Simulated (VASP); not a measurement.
Runs of VASP 6.6.1 on HfB. The structure is that of space group I4/mmm (No. 139), or close to it. The cells are those of the table. 

| cell | cutoff (eV) | gap on the mesh (eV) | pressure (GPa) |
| --- | --- | --- | --- |
| a = 3.310, b = 3.310, c = 3.430 Å, angles 58.8, 58.8, 62.4°, 2 atoms | 500 | none | 8.9 |
| a = 3.349, b = 3.349, c = 3.430 Å, angles 59.2, 59.2, 61.6°, 2 atoms | 500 | none | (b) |
| a = 3.268, b = 3.268, c = 3.349 Å, angles 59.2, 59.2, 61.6°, 2 atoms | 500 | none | (a) |
| a = 3.271, b = 3.271, c = 3.430 Å, angles 58.4, 58.4, 63.2°, 2 atoms | 500 | none | 16.0 |
| a = 3.271, b = 3.271, c = 3.103 Å, angles 61.7, 61.7, 56.6°, 2 atoms | 520 | none | 44.4 |

Alike in all rows: task single point; level PBEsol; potentials or basis VASP PAW PBE potentials, release 64 (Hf_pv, B); no spin polarisation; k mesh 18 × 18 × 18; smearing gaussian 0.15 eV.

**Question.** Fill in the values left out.

**Answer.** (a) 19.1; (b) 2.8.

Caveats: the PAW data sets were made with another functional, which shifts forces and pressure a little; spin-orbit coupling is left out, which moves the levels of the heavy elements.

A k mesh can miss the band edges, and the runs leave out spin-orbit coupling on Hf.

A gap of «none» marks levels without a gap at the run's occupations.
